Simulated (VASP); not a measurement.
# Ca2CdN2 (P-3m1) in VASP: a series of runs

Ca2CdN2 is run at these levels: PBE; tasks: single point, relaxation of cell and atoms.

Program: VASP 6.6.1. These are calculated values, not measurements. Logs are shortened: lines on timing, memory, paths and dates and some standing lists are left out, and cuts for length are marked.

**1. The cell of the first run**

The structure is trigonal, space group P-3m1 (No. 164). The conventional cell has a = 3.973 Å, b = 3.973 Å, c = 6.140 Å, α = 90.00°, β = 90.00°, γ = 120.00°. Within 3.1 Å of Ca (site symmetry 3m) lie 4 N at 2.34 to 2.74 Å and 3 Cd at 3.00 Å. Cd (site symmetry -3m) has 6 N at 2.72 Å and 6 Ca at 3.00 Å within 3.6 Å. Within 3.1 Å of N (site symmetry 3m) lie 4 Ca at 2.34 to 2.74 Å and 3 Cd at 2.72 Å.

**2. Single point, PBE**

Contents of INCAR:

```
SYSTEM = Ca2CdN2
ALGO = Normal ; EDIFF = 1E-6
ENCUT = 520 ; GGA = PE
ISIF = 2 ; ISMEAR = 0
LASPH = .True. ; LCHARG = .True.
LELF = .True. ; LREAL = .False.
LVHAR = .True. ; LWAVE = .False.
NBANDS = 29 ; NELM = 100
PREC = Accurate ; SIGMA = 0.1
```

Contents of KPOINTS:

```
k-points
0
Gamma
  6 6 4
  0 0 0
```

Contents of POSCAR:

```
Ca2CdN2
1.0
    3.9730881737      0.0000000000      0.0000000000
   -1.9865440868      3.4407952899      0.0000000000
    0.0000000000      0.0000000000      6.1397991906
Ca Cd N
2 1 2
Direct
    0.3333333333      0.6666666667      0.6838754709
    0.6666666667      0.3333333333      0.3161245291
    0.0000000000      0.0000000000      0.0000000000
    0.3333333333      0.6666666667      0.2379721807
    0.6666666667      0.3333333333      0.7620278193
```

Potentials or basis: VASP PAW PBE potentials, release 64 (Ca_sv, Cd, N).

The run is started by

```console
$ cat potpaw_PBE.64/Ca_sv/POTCAR potpaw_PBE.64/Cd/POTCAR potpaw_PBE.64/N/POTCAR > POTCAR
$ mpirun -np 1 vasp_std > vasp.out
```

OUTCAR:

```text
SYSTEM = Ca2CdN2
   EDIFF = 1E-6
   ENCUT = 520
   GGA = PE
   ISIF = 2
   ISMEAR = 0
   LASPH = .True.
   LREAL = .False.
   NELM = 100
   PREC = Accurate

 ion  position               nearest neighbor table
   1  0.333  0.667  0.684-   5 2.34   5 2.34   5 2.34   3 3.00   3 3.00   3 3.00
   2  0.667  0.333  0.316-   4 2.34   4 2.34   4 2.34   3 3.00   3 3.00   3 3.00
   3  0.000  0.000  0.000-   4 2.72   5 2.72   4 2.72   5 2.72   5 2.72   4 2.72   1 3.00   2 3.00
                             1 3.00   2 3.00   1 3.00   2 3.00
   4  0.333  0.667  0.238-   2 2.34   2 2.34   2 2.34   3 2.72   3 2.72   3 2.72
   5  0.667  0.333  0.762-   1 2.34   1 2.34   1 2.34   3 2.72   3 2.72   3 2.72

  LATTYP: Found a hexagonal cell.
 ALAT       =     3.9730881737
 C/A-ratio  =     1.5453468240

  Lattice vectors:

 A1 = (   3.9730881737,   0.0000000000,   0.0000000000)
 A2 = (  -1.9865440868,   3.4407952899,   0.0000000000)
 A3 = (   0.0000000000,   0.0000000000,   6.1397991906)

Analysis of symmetry for initial positions (statically):
=====================================================================
 Subroutine PRICEL returns:
 Original cell was already a primitive cell.

 Routine SETGRP: Setting up the symmetry group for a
 hexagonal supercell.

 Subroutine GETGRP returns: Found 12 space group operations
 (whereof 12 operations were pure point group operations)
 out of a pool of 24 trial point group operations.

The static configuration has the point symmetry D_3d.

Analysis of symmetry for dynamics (positions and initial velocities):
=====================================================================
 Subroutine PRICEL returns:
 Original cell was already a primitive cell.

 Routine SETGRP: Setting up the symmetry group for a
 hexagonal supercell.

 Subroutine GETGRP returns: Found 12 space group operations
 (whereof 12 operations were pure point group operations)
 out of a pool of 24 trial point group operations.

The dynamic configuration has the point symmetry D_3d.

 Subroutine INISYM returns: Found 12 space group operations
 (whereof 12 operations are pure point group operations),
 and found     1 'primitive' translations

----------------------------------------------------------------------------------------

                                     Primitive cell

  volume of cell :      83.9346

  direct lattice vectors                    reciprocal lattice vectors
     3.973088174  0.000000000  0.000000000     0.251693382  0.145315242  0.000000000
    -1.986544087  3.440795290  0.000000000     0.000000000  0.290630484  0.000000000
     0.000000000  0.000000000  6.139799191     0.000000000  0.000000000  0.162871776

  length of vectors
     3.973088174  3.973088174  6.139799191     0.290630484  0.290630484  0.162871776

  position of ions in fractional coordinates (direct lattice)
     0.333333333  0.666666667  0.683875471
     0.666666667  0.333333333  0.316124529
     0.000000000  0.000000000  0.000000000
     0.333333333  0.666666667  0.237972181
     0.666666667  0.333333333  0.762027819

  ion indices of the primitive-cell ions
   primitive index   ion index
                 1           1
                 2           2
                 3           3
                 4           4
                 5           5

----------------------------------------------------------------------------------------

 KPOINTS: k-points

Automatic generation of k-mesh.
 Grid dimensions read from file:
 generate k-points for:    6    6    4

 Generating k-lattice:

  Cartesian coordinates                     Fractional coordinates (reciprocal lattice)
     0.041948897  0.024219207  0.000000000     0.166666667  0.000000000  0.000000000
     0.000000000  0.048438414  0.000000000     0.000000000  0.166666667  0.000000000
     0.000000000  0.000000000  0.040717944     0.000000000  0.000000000  0.250000000

  Length of vectors
     0.048438414  0.048438414  0.040717944

  Shift w.r.t. Gamma in fractional coordinates (k-lattice)
     0.000000000  0.000000000  0.000000000

 Subroutine IBZKPT returns following result:
 ===========================================

 Found     24 irreducible k-points:

 Following reciprocal coordinates:
            Coordinates               Weight
  0.000000  0.000000  0.000000      1.000000
  0.166667  0.000000  0.000000      6.000000
  0.333333  0.000000  0.000000      6.000000
  0.500000  0.000000  0.000000      3.000000
  0.166667  0.166667  0.000000      6.000000
  0.333333  0.166667  0.000000     12.000000
[... 16 lines left out ...]
  0.333333  0.166667  0.500000     12.000000
  0.333333  0.333333  0.500000      2.000000
   k-points           NKPTS =     24   k-points in BZ     NKDIM =     24   number of bands    NBANDS=     29
   number of dos      NEDOS =    301   number of ions     NIONS =      5
   total plane-waves  NPLWV =  43200
   dimension x,y,z NGX =    30 NGY =   30 NGZ =   48
   dimension x,y,z NGXF=    60 NGYF=   60 NGZF=   96
   ions per type =               2   1   2
   NGX,Y,Z   is equivalent  to a cutoff of  12.55, 12.55, 13.00 a.u.
   NGXF,Y,Z  is equivalent  to a cutoff of  25.11, 25.11, 25.99 a.u.
 SYSTEM =  Ca2CdN2
   PREC   = accura    normal or accurate (medium, high low for compatibility)
   ISTART =      0    job   : 0-new  1-cont  2-samecut
   ICHARG =      2    charge: 1-file 2-atom 10-const
   ISPIN  =      1    spin polarized calculation?
   LNONCOLLINEAR =      F non collinear calculations
   LSORBIT =      F    spin-orbit coupling
   LASPH  =      T    aspherical Exc in radial PAW
   ENCUT  =  520.0 eV  38.22 Ry    6.18 a.u.   7.39  7.39 11.42*2*pi/ulx,y,z
   NELM   =    100;   NELMIN=  2; NELMDL= -5     # of ELM steps
   EDIFF  = 0.1E-05   stopping-criterion for ELM
   LREAL  =      F    real-space projection
   EDIFFG = 0.1E-04   stopping-criterion for IOM
   NSW    =      0    number of steps for IOM
   IBRION =     -1    ionic relax: 0-MD 1-quasi-New 2-CG
   NFREE  =      0    steps in history (QN), initial steepest desc. (CG)
   ISIF   =      2    stress and relaxation
   ISYM   =      2    0-nonsym 1-usesym 2-fastsym
   POTIM  = 0.5000    time-step for ionic-motion
   TEBEG  =    0.0;   TEEND  =   0.0 temperature during run
   PSTRESS=    0.0 pullay stress
   NELECT =      42.0000    total number of electrons
   NUPDOWN=      -1.0000    fix difference up-down
   EMIN   =  10.00;   EMAX   =-10.00  energy-range for DOS
   EFERMI =   0.00;   METHOD = LEGACY
   ISMEAR =     0;   SIGMA  =   0.10  broadening in eV -4-tet -1-fermi 0-gaus
   EFERMI_NEDOS =   21; number of points for ismear=-14 and -15
   IALGO  =     38    algorithm
   IMIX   =      4    mixing-type and parameters
     AMIX     =   0.40;   BMIX     =  1.00
     AMIX_MAG =   1.60;   BMIX_MAG =  1.00
  volume/ion in A,a.u.               =      16.79       113.28
  Fermi-wavevector in a.u.,A,eV,Ry     =   1.299703  2.456083 22.983348  1.689228
  Thomas-Fermi vector in A             =   2.430950
   LORBIT       =      0    0 simple, 1 ext, 2 COOP (PROOUT), +10 PAW based schemes
   GGA     = PE    functional components
   LHFCALC =     F    Hartree Fock is set to
   AEXX    =    0.0000 exact exchange contribution
   IVDW    =     0    specifies the selected vdW correction
   LEPSILON=     F    determine dielectric tensor
   LRPA    =     F    only Hartree local field effects (RPA)
 non-spin polarized calculation
 Gauss-broadening in eV      SIGMA  =   0.10
  energy-cutoff  :      520.00
  volume of cell :       83.93
 maximum number of plane-waves:      2285
 NGX is ok and might be reduce to    30
   NGX = 15   NGY = 15   NGZ = 23

 number of electron      41.9999997 magnetization

 Free energy of the ion-electron system (eV)
  ---------------------------------------------------
  ext. energy  EPLUGINS =         0.00000000
  ---------------------------------------------------
  free energy    TOTEN  =       -22.47392487 eV

  energy without entropy =      -22.47361922  energy(sigma->0) =      -22.47377204

 E-fermi :   2.8098     XC(G=0): -10.2837

 val. band max:        2.6539309300   @ k =   0.5000   0.0000   0.5000
 cond. band min:       2.9160021501   @ k =   0.0000   0.0000   0.0000
 fundamental gap:      0.2620712202
 Fermi energy:         2.8097725895

 k-point     1 :       0.0000    0.0000    0.0000
  band No.  band energies     occupation
      1     -36.2448      2.00000
      2     -36.1587      2.00000
      3     -17.5994      2.00000
      4     -17.2964      2.00000
      5     -17.2964      2.00000
      6     -17.2751      2.00000
[... 21 lines left out ...]
     28       8.4597      0.00000
     29       8.8751      0.00000

 k-point     2 :       0.1667    0.0000    0.0000
  band No.  band energies     occupation
      1     -36.2366      2.00000
      2     -36.1608      2.00000
      3     -17.5840      2.00000
      4     -17.4153      2.00000
      5     -17.3140      2.00000
      6     -17.2305      2.00000
[... 21 lines left out ...]
     28       8.8825      0.00000
     29       9.1094      0.00000

 k-point     3 :       0.3333    0.0000    0.0000
  band No.  band energies     occupation
      1     -36.2174      2.00000
      2     -36.1680      2.00000
      3     -17.5763      2.00000
      4     -17.5489      2.00000
      5     -17.3471      2.00000
      6     -17.2982      2.00000
[... 21 lines left out ...]
     28       8.9711      0.00000
     29       9.2906      0.00000

 k-point     4 :       0.5000    0.0000    0.0000
  band No.  band energies     occupation
      1     -36.2037      2.00000
      2     -36.1755      2.00000
      3     -17.6170      2.00000
      4     -17.5820      2.00000
      5     -17.3628      2.00000
      6     -17.2869      2.00000
[... 597 lines left out ...]
     28       9.0781      0.00000
     29       9.4981      0.00000

 k-point    23 :       0.3333    0.1667    0.5000
  band No.  band energies     occupation
      1     -36.2035      2.00000
      2     -36.1757      2.00000
      3     -17.6073      2.00000
      4     -17.5939      2.00000
      5     -17.3964      2.00000
      6     -17.2651      2.00000
[... 21 lines left out ...]
     28       8.9768      0.00000
     29       9.2052      0.00000

 k-point    24 :       0.3333    0.3333    0.5000
  band No.  band energies     occupation
      1     -36.1881      2.00000
      2     -36.1881      2.00000
      3     -17.6014      2.00000
      4     -17.6014      2.00000
      5     -17.4373      2.00000
      6     -17.2422      2.00000
[... 21 lines left out ...]
     28       8.5910      0.00000
     29       9.1112      0.00000

------------------------ aborting loop because EDIFF is reached ----------------------------------------

  FORCE on cell =-STRESS in cart. coord.  units (eV):
  Direction    XX          YY          ZZ          XY          YZ          ZX
  --------------------------------------------------------------------------------------
  -------------------------------------------------------------------------------------
  Total        0.4177517      0.4177517     -0.0329977      0.0000000      0.0000000      0.0000000
  in kB        7.9742097      7.9742097     -0.6298733      0.0000000      0.0000000      0.0000000
  external PRESSURE =       5.1061820 kB  Pullay stress =       0.0000000 kB

 VOLUME and BASIS-vectors are now :
 -----------------------------------------------------------------------------
  energy-cutoff  :      520.00
  volume of cell :       83.93
      direct lattice vectors                 reciprocal lattice vectors
     3.973088174  0.000000000  0.000000000     0.251693382  0.145315242  0.000000000
    -1.986544087  3.440795290  0.000000000     0.000000000  0.290630484  0.000000000
     0.000000000  0.000000000  6.139799191     0.000000000  0.000000000  0.162871776

 POSITION                                       TOTAL-FORCE (eV/Angst)
 -----------------------------------------------------------------------------------
     -0.00000      2.29386      4.19886         0.000000     -0.000000     -0.000010
      1.98654      1.14693      1.94094        -0.000000      0.000000      0.000010
      0.00000      0.00000      0.00000        -0.000000      0.000000     -0.000000
     -0.00000      2.29386      1.46110        -0.000000     -0.000000      0.024069
      1.98654      1.14693      4.67870         0.000000      0.000000     -0.024069
 -----------------------------------------------------------------------------------
    total drift:                               -0.000000      0.000000      0.000000

  FREE ENERGIE OF THE ION-ELECTRON SYSTEM (eV)
  ---------------------------------------------------
  free  energy   TOTEN  =       -22.4739248664 eV

  energy  without entropy=      -22.4736192225  energy(sigma->0) =      -22.47377204
```

Run time: 71 s. Hardware: 1 thread of Oxide Virtual Turin-like, shared host; peak memory 0.19 GiB.

What came out:

| Property | Result |
| --- | --- |
| Free energy | -22.4739 eV |
| Pressure | 0.5 GPa |
| Largest force | 0.024 eV/Å |
| Band gap on the k mesh | 0.26 eV, indirect (least direct gap 0.51 eV) |

Forces on the atoms (eV/Å):
```
Ca   0.000  0.000  0.000
Ca   0.000  0.000  0.000
Cd   0.000  0.000  0.000
N    0.000  0.000  0.024
N    0.000  0.000 -0.024
```

Stress tensor (GPa, compression positive):
```
 0.80  0.00  0.00
 0.00  0.80  0.00
 0.00  0.00 -0.06
```

Levels at points of the mesh, in eV from the valence-band top:
```
           k point  band 19  band 20  band 21  band 22  band 23  band 24
(0.00, 0.00, 0.00)    -0.67    -0.67    -0.25     0.26     4.07     4.78
(0.50, 0.00, 0.00)    -0.84    -0.53    -0.07     2.32     3.20     3.68
(0.00, 0.00, 0.50)    -1.01    -0.88    -0.88     1.94     2.66     4.66
(0.50, 0.00, 0.50)    -0.95    -0.26     0.00     2.54     2.76     4.46
```

A k mesh can miss the band edges.

[end of part 1 of 2]
